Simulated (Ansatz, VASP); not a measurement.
Two plane-wave programs on InO

Contents of POSCAR:

```
InO
1.0
    3.4536138013      0.0000000000      0.0000000000
   -1.7268069007      2.9909172868      0.0000000000
    0.0000000000      0.0000000000     16.5121840000
In O
2 2
Direct
    0.6666666667      0.3333333333      0.5900210000
    0.6666666667      0.3333333333      0.4099790000
    0.0000000000      0.0000000000      0.6398670000
    0.0000000000      0.0000000000      0.3601330000
```

Contents of INCAR.step1:

```
PREC = Accurate
ENCUT = 520
ISMEAR = 0
SIGMA = 0.05
LREAL = False
LASPH = True
NELM = 100
NBANDS = 27
GGA = PE
ALGO = Normal
EDIFF = 1E-4
LWAVE = True
LCHARG = False
```

Contents of INCAR.step2:

```
PREC = Accurate
ENCUT = 520
EDIFF = 1E-6
ISMEAR = 0
SIGMA = 0.05
LREAL = False
LASPH = True
NELM = 100
ALGO = Normal
ISIF = 2
LWAVE = False
LCHARG = False
METAGGA = R2SCAN
LMIXTAU = True
NBANDS = 27
ISTART = 1
```

Contents of KPOINTS:

```
regular mesh
0
Gamma
  12 12 2
```

Input for Ansatz:

```yaml
crystal:
  lattice:
    - [3.4536138013, 0.0, 0.0]
    - [-1.7268069007, 2.9909172868, 0.0]
    - [0.0, 0.0, 16.512184]
  atoms:
    - { symbol: In, position: [0.6666666667, 0.3333333333, 0.590021] }
    - { symbol: In, position: [0.6666666667, 0.3333333333, 0.409979] }
    - { symbol: O, position: [0.0, 0.0, 0.639867] }
    - { symbol: O, position: [0.0, 0.0, 0.360133] }
basis:
  ecutwfc: 500
kpoints:
  mp_grid: { grid: [12, 12, 2] }
hamiltonian:
  xc: r2scan
scf:
  occupations: { method: gaussian, width: 0.05 }
output:
  forces: true
  stress: true
  eigenvalues: true
```

Change from the starting cell: strain +0.000 along x and y, +0.040 along z, atoms carried along.

Alike in both runs: task single point; functional r2SCAN; k mesh 12 × 12 × 2; occupations gaussian, width 0.05 eV; no spin polarisation.

|  | VASP | Ansatz |
| --- | --- | --- |
| version | VASP 6.6.1 | Ansatz 0.2.0 |
| potentials or method | VASP PAW PBE potentials, release 64 (In_d, O), cutoff 520 eV | scalar-relativistic, plane waves, PAW |
| valence electrons in the cell | 38 | 38 |

```csv
,VASP,Ansatz,Ansatz less VASP
gap on the k mesh at the Fermi level (eV),0.54,0.54,0.000
least direct gap on the mesh (eV),1.36,1.36,+0.003
rms of the force components (eV/Å),0.258,0.283,+0.0248
```

VASP's potentials were made for PBE, not for r2SCAN. Atom by atom the forces differ by 0.031 eV/Å (rms over components). With one functional, cell and mesh, what is left measures potentials, basis and numerics.
